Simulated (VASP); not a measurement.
Runs of VASP 6.6.1 on AlN. The structure is that of space group P6_3mc (No. 186), or close to it. The cells are those of the table. 

```csv
cell,gap on the mesh (eV),pressure (GPa)
"atoms relaxed from a = 3.089, b = 3.089, c = 4.944 Å, angles 90.0, 90.0, 120.0°, 4 atoms",(b),0.6
"atoms relaxed from a = 3.027, b = 3.027, c = 5.141 Å, angles 90.0, 90.0, 120.0°, 4 atoms",4.34,1.5
"atoms relaxed from a = 3.058, b = 3.058, c = 5.537 Å, angles 90.0, 90.0, 120.0°, 4 atoms",3.06,-13.8
"atoms relaxed from a = 3.181, b = 3.181, c = 5.141 Å, angles 90.0, 90.0, 120.0°, 4 atoms",3.62,-16.7
"atoms relaxed from a = 3.027, b = 3.027, c = 4.746 Å, angles 90.0, 90.0, 120.0°, 4 atoms",(a),20.6
```

Alike in all rows: task relaxation of the atoms; level LDA; potentials or basis VASP PAW LDA potentials, release 64 (Al, N); no spin polarisation; k mesh 9 × 9 × 6; cutoff (eV) 520; smearing gaussian 0.05 eV.

Question: Estimate the missing entries.

Answer: (a) 4.89; (b) 4.42.

Caveats: an odd mesh through Γ misses points on the zone boundary, where band edges can lie (at least some runs); the relaxation stopped at its first step, so nothing moved (at least some runs).
